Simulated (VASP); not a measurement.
# TaN (Fm-3m) in VASP: notebook

Runs on TaN. Level: PBEsol. Tasks: single point, relaxation of cell and atoms.

Everything below comes from runs of VASP 6.6.1. Logs are shortened: lines on timing, memory, paths and dates and some standing lists are left out, and cuts for length are marked.

## Step 1: The cell of the first run

The structure is cubic, space group Fm-3m (No. 225). Conventional cell: a = 4.273 Å, b = 4.273 Å, c = 4.273 Å, α = 90.00°, β = 90.00°, γ = 90.00°. Within 2.8 Å of Ta (site symmetry m-3m) lie 6 N at 2.14 Å. N (site symmetry m-3m) has 6 Ta at 2.14 Å within 2.8 Å.

## Step 2: Single point, PBEsol

Contents of INCAR:

```
PREC     = Accurate       # precision mode
ENCUT    = 520            # plane-wave cutoff, eV
EDIFF    = 1E-7           # SCF threshold, eV
ISMEAR   = -1             # smearing method
SIGMA    = 0.15           # smearing width, eV
LREAL    = False          # projectors in reciprocal space
LASPH    = True           # aspherical terms in the spheres
NELM     = 60             # most SCF steps
ALGO     = Normal         # electronic algorithm
ISIF     = 2              # what is computed and relaxed
LWAVE    = False          # write WAVECAR
LCHARG   = False          # write CHGCAR
GGA      = PS             # functional
NBANDS   = 15             # bands
```

Contents of KPOINTS:

```
regular mesh
0
Gamma
  16 16 16
```

Contents of POSCAR:

```
TaN
1.0
    0.0000000000      2.1365329390      2.1365329390
    2.1365329390      0.0000000000      2.1365329390
    2.1365329390      2.1365329390      0.0000000000
Ta N
1 1
Direct
    0.5000000000      0.5000000000      0.5000000000
    0.0000000000      0.0000000000      0.0000000000
```

Potentials or basis: VASP PAW PBE potentials, release 64 (Ta_pv, N).

Command:

```
> cat potpaw_PBE.64/Ta_pv/POTCAR potpaw_PBE.64/N/POTCAR > POTCAR
> mpirun -np 1 vasp_std > vasp.out
```

OUTCAR:

```text
PREC = Accurate
   ENCUT = 520
   EDIFF = 1E-7
   ISMEAR = -1
   LREAL = False
   LASPH = True
   NELM = 60
   ISIF = 2
   GGA = PS

 ion  position               nearest neighbor table
   1  0.500  0.500  0.500-   2 2.14   2 2.14   2 2.14   2 2.14   2 2.14   2 2.14
   2  0.000  0.000  0.000-   1 2.14   1 2.14   1 2.14   1 2.14   1 2.14   1 2.14

  LATTYP: Found a face centered cubic cell.
 ALAT       =     4.2730658780

  Lattice vectors:

 A1 = (   0.0000000000,   2.1365329390,   2.1365329390)
 A2 = (   2.1365329390,   0.0000000000,   2.1365329390)
 A3 = (   2.1365329390,   2.1365329390,   0.0000000000)

Analysis of symmetry for initial positions (statically):
=====================================================================
 Subroutine PRICEL returns:
 Original cell was already a primitive cell.

 Routine SETGRP: Setting up the symmetry group for a
 face centered cubic supercell.

 Subroutine GETGRP returns: Found 48 space group operations
[... 9 lines left out ...]

 Routine SETGRP: Setting up the symmetry group for a
 face centered cubic supercell.

 Subroutine GETGRP returns: Found 48 space group operations
[... 11 lines left out ...]
                                     Primitive cell

  volume of cell :      19.5056

  direct lattice vectors                    reciprocal lattice vectors
     0.000000000  2.136532939  2.136532939    -0.234024007  0.234024007  0.234024007
     2.136532939  0.000000000  2.136532939     0.234024007 -0.234024007  0.234024007
     2.136532939  2.136532939  0.000000000     0.234024007  0.234024007 -0.234024007

  length of vectors
     3.021513859  3.021513859  3.021513859     0.405341471  0.405341471  0.405341471

  position of ions in fractional coordinates (direct lattice)
     0.500000000  0.500000000  0.500000000
     0.000000000  0.000000000  0.000000000

  ion indices of the primitive-cell ions
   primitive index   ion index
                 1           1
                 2           2

----------------------------------------------------------------------------------------

 KPOINTS: regular mesh

Automatic generation of k-mesh.
 Grid dimensions read from file:
 generate k-points for:   16   16   16

 Generating k-lattice:

  Cartesian coordinates                     Fractional coordinates (reciprocal lattice)
    -0.014626500  0.014626500  0.014626500     0.062500000  0.000000000  0.000000000
     0.014626500 -0.014626500  0.014626500     0.000000000  0.062500000  0.000000000
     0.014626500  0.014626500 -0.014626500     0.000000000  0.000000000  0.062500000

  Length of vectors
     0.025333842  0.025333842  0.025333842

  Shift w.r.t. Gamma in fractional coordinates (k-lattice)
[... 56 lines left out ...]
   IBRION =     -1    ionic relax: 0-MD 1-quasi-New 2-CG
   NFREE  =      0    steps in history (QN), initial steepest desc. (CG)
   ISIF   =      2    stress and relaxation
   ISYM   =      2    0-nonsym 1-usesym 2-fastsym
   POTIM  = 0.5000    time-step for ionic-motion
   TEBEG  =    0.0;   TEEND  =   0.0 temperature during run
   PSTRESS=    0.0 pullay stress
   NELECT =      16.0000    total number of electrons
   NUPDOWN=      -1.0000    fix difference up-down
   EMIN   =  10.00;   EMAX   =-10.00  energy-range for DOS
   EFERMI =   0.00;   METHOD = LEGACY
   ISMEAR =    -1;   SIGMA  =   0.15  broadening in eV -4-tet -1-fermi 0-gaus
   EFERMI_NEDOS =   21; number of points for ismear=-14 and -15
   IALGO  =     38    algorithm
   IMIX   =      4    mixing-type and parameters
     AMIX     =   0.40;   BMIX     =  1.00
     AMIX_MAG =   1.60;   BMIX_MAG =  1.00
  volume/ion in A,a.u.               =       9.75        65.82
  Fermi-wavevector in a.u.,A,eV,Ry     =   1.532481  2.895970 31.953275  2.348499
  Thomas-Fermi vector in A             =   2.639681
   LORBIT       =      0    0 simple, 1 ext, 2 COOP (PROOUT), +10 PAW based schemes
   GGA     = PS    functional components
   LHFCALC =     F    Hartree Fock is set to
   AEXX    =    0.0000 exact exchange contribution
   IVDW    =     0    specifies the selected vdW correction
   LEPSILON=     F    determine dielectric tensor
   LRPA    =     F    only Hartree local field effects (RPA)
 non-spin polarized calculation
  energy-cutoff  :      520.00
  volume of cell :       19.51
 maximum number of plane-waves:       544
   NGX = 11   NGY = 11   NGZ = 11

 number of electron      15.9999997 magnetization

 Free energy of the ion-electron system (eV)
  ---------------------------------------------------
  ext. energy  EPLUGINS =         0.00000000
  ---------------------------------------------------
  free energy    TOTEN  =       -23.10123965 eV

  energy without entropy =      -23.04555610  energy(sigma->0) =      -23.07339788

 E-fermi :  10.3713     XC(G=0): -14.0700

 val. band max:       10.3705265012   @ k =  -0.3125   0.3125   0.1250
 cond. band min:      10.3792112297   @ k =  -0.4375   0.1875   0.0000
 fundamental gap:      0.0086847285
 Fermi energy:        10.3712964243

 k-point     1 :       0.0000    0.0000    0.0000
  band No.  band energies     occupation
      1     -25.1523      2.00000
      2     -25.1523      2.00000
      3     -25.1523      2.00000
      4      -9.1483      2.00000
      5       6.3388      2.00000
      6       6.3388      2.00000
      7       6.3388      2.00000
      8       7.9950      2.00000
      9       7.9950      2.00000
     10       7.9950      2.00000
     11      10.4255      0.82123
     12      10.4255      0.82123
     13      12.7094      0.00000
     14      19.7850      0.00000
[... 401 lines left out ...]
      2     -25.1829      2.00000
      3     -25.1545      2.00000
      4      -8.8487      2.00000
      5       5.0360      2.00000
      6       5.3233      2.00000
      7       5.7074      2.00000
      8       8.1889      2.00000
      9       8.4587      1.99999
     10       8.7999      1.99994
     11      10.9480      0.04188
     12      11.8812      0.00008
     13      13.4789      0.00000
     14      20.6463      0.00000
     15      22.9541      0.00000

 [... further k-points ...]
[... 5 lines left out ...]
  --------------------------------------------------------------------------------------
  -------------------------------------------------------------------------------------
  Total        3.8303861      3.8303861      3.8303861      0.0000000     -0.0000000      0.0000000
  in kB      314.6258245    314.6258245    314.6258245      0.0000000     -0.0000000      0.0000000
  external PRESSURE =     314.6258245 kB  Pullay stress =       0.0000000 kB

 VOLUME and BASIS-vectors are now :
 -----------------------------------------------------------------------------
  energy-cutoff  :      520.00
  volume of cell :       19.51
      direct lattice vectors                 reciprocal lattice vectors
     0.000000000  2.136532939  2.136532939    -0.234024007  0.234024007  0.234024007
     2.136532939  0.000000000  2.136532939     0.234024007 -0.234024007  0.234024007
     2.136532939  2.136532939  0.000000000     0.234024007  0.234024007 -0.234024007

 POSITION                                       TOTAL-FORCE (eV/Angst)
 -----------------------------------------------------------------------------------
      2.13653      2.13653      2.13653        -0.000000      0.000000      0.000000
      0.00000      0.00000      0.00000         0.000000     -0.000000     -0.000000
 -----------------------------------------------------------------------------------
    total drift:                                0.000000     -0.000000     -0.000000

  FREE ENERGIE OF THE ION-ELECTRON SYSTEM (eV)
  ---------------------------------------------------
  free  energy   TOTEN  =       -23.1012396524 eV

  energy  without entropy=      -23.0455561007  energy(sigma->0) =      -23.07339788
```

OSZICAR:

```text
N       E                     dE             d eps       ncg     rms          rms(c)
DAV:   1     0.875411756642E+02    0.87541E+02   -0.88691E+03  4365   0.115E+03
DAV:   2    -0.232723313655E+02   -0.11081E+03   -0.10450E+03  5386   0.304E+02
DAV:   3    -0.258966313200E+02   -0.26243E+01   -0.26106E+01  4854   0.441E+01
DAV:   4    -0.259057521701E+02   -0.91209E-02   -0.91186E-02  5604   0.279E+00
DAV:   5    -0.259058057308E+02   -0.53561E-04   -0.53559E-04  4938   0.184E-01    0.292E+01
DAV:   6    -0.231861112557E+02    0.27197E+01   -0.48376E+00  5341   0.256E+01    0.126E+01
DAV:   7    -0.231360634224E+02    0.50048E-01   -0.46553E-01  5239   0.552E+00    0.821E+00
DAV:   8    -0.231069288620E+02    0.29135E-01   -0.11843E-01  4847   0.274E+00    0.168E+00
DAV:   9    -0.231014638191E+02    0.54650E-02   -0.16022E-02  4763   0.101E+00    0.367E-01
DAV:  10    -0.231013037146E+02    0.16010E-03   -0.11364E-03  4987   0.396E-01    0.863E-02
DAV:  11    -0.231012424719E+02    0.61243E-04   -0.14294E-04  4840   0.132E-01    0.333E-02
DAV:  12    -0.231012401165E+02    0.23554E-05   -0.96895E-06  4882   0.296E-02    0.674E-03
DAV:  13    -0.231012396318E+02    0.48476E-06   -0.10079E-06  4938   0.785E-03    0.391E-03
DAV:  14    -0.231012396524E+02   -0.20616E-07   -0.56515E-08  2413   0.215E-03
   1 F= -.23101240E+02 E0= -.23073398E+02  d E =-.556836E-01
```

Run time: 16 s. Hardware: 1 thread of Intel Xeon Platinum 8559C (Emerald Rapids), shared host; peak memory 0.17 GiB.

What came out:

```
Free energy            : -23.1012 eV
Pressure               : 31.5 GPa
Band gap on the k mesh : zero (band 8 reaches 12.57 eV, above the bottom of band 9 at 8.00 eV)
```

Caveat: the PAW data sets were made with another functional, which shifts forces and pressure a little; spin-orbit coupling is left out, which moves the levels of the heavy elements.

## Step 3: Relaxation of cell and atoms, PBEsol, target pressure 30 GPa, at which the enthalpy is minimised

This run uses another cell than the first one, of 10.48 Å³/atom, 1.075 times its volume.

Contents of INCAR:

```
SYSTEM = TaN
PREC = Accurate ; ENCUT = 600
EDIFF = 1E-6 ; ISMEAR = -1
SIGMA = 0.15 ; LREAL = .FALSE.
LASPH = .TRUE. ; NELM = 60
ALGO = Normal ; ISIF = 3
LWAVE = .FALSE. ; LCHARG = .FALSE.
GGA = PS ; IBRION = 2
NSW = 80 ; EDIFFG = -0.001
PSTRESS = 300.0
```

Contents of KPOINTS:

```
regular mesh
0
G
  16 16 16
  0 0 0
```

Contents of POSCAR:

```
TaN
1.0
    0.0000000000      2.1884211790      2.1884211790
    2.1884211790      0.0000000000      2.1884211790
    2.1884211790      2.1884211790      0.0000000000
Ta N
1 1
Direct
    0.5000000000      0.5000000000      0.5000000000
    0.0000000000      0.0000000000      0.0000000000
```

Potentials or basis: VASP PAW PBE potentials, release 64 (Ta_pv, N).

Command:

```
> cat potpaw_PBE.64/Ta_pv/POTCAR potpaw_PBE.64/N/POTCAR > POTCAR
> mpirun -np 1 vasp_std > vasp.out
```

Wall time 76 s (1 thread of Intel Xeon Platinum 8559C (Emerald Rapids), shared host); peak memory 0.21 GiB.

It converged, with:

```yaml
Free_energy: -23.1162 eV
Relaxed_volume: 9.78 Å³/atom
Relaxed_cell: a = 3.024 Å, b = 3.024 Å, c = 3.024 Å, α = 60.00°, β = 60.00°, γ = 60.00°
Space_group_after_relaxing_to_0.05_Å: Fm-3m (No. 225)
Energy_change_on_relaxing_the_enthalpy_is_what_falls: +63.8 meV/atom
Ionic_steps: 5
Pressure_after_relaxing: 30.0 GPa
Band_gap_on_the_k_mesh: zero (band 8 reaches 12.53 eV, above the bottom of band 9 at 7.97 eV)
```

Step by step:
```
step  energy change (eV)  largest force (eV/Å)  pressure (GPa)  volume (Å³)
   1              0.0000                0.0000            0.89        20.96
   2              2.5253                0.0000          197.89        15.70
   3              0.1054                0.0000           26.99        19.68
   4              0.1220                0.0000           29.26        19.59
   5              0.1275                0.0000           29.98        19.56
```

Final structure:
```xyz
2
Lattice="0.0000 2.1385 2.1385 2.1385 0.0000 2.1385 2.1385 2.1385 0.0000" Properties=species:S:1:pos:R:3 pbc="T T T"
Ta    2.1385    2.1385    2.1385
N     0.0000    0.0000    0.0000
```

Levels at points of the mesh, in eV from the Fermi level:
| k point | band 5 | band 6 | band 7 | band 8 | band 9 | band 10 | band 11 | band 12 |
| --- | --- | --- | --- | --- | --- | --- | --- | --- |
| (0.00, 0.00, 0.00) | -4.03 | -4.03 | -4.03 | -2.37 | -2.37 | -2.37 | 0.05 | 0.05 |
| (0.50, 0.00, 0.00) | -11.10 | -8.21 | -8.21 | 2.19 | 2.19 | 2.30 | 4.10 | 8.50 |
| (0.50, 0.50, 0.00) | -6.76 | -6.10 | -4.79 | -4.79 | 2.39 | 4.07 | 4.07 | 5.52 |

Caveat: the cell is relaxed towards a set pressure, so the enthalpy falls and the energy may rise; the PAW data sets were made with another functional, which shifts forces and pressure a little; spin-orbit coupling is left out, which moves the levels of the heavy elements.
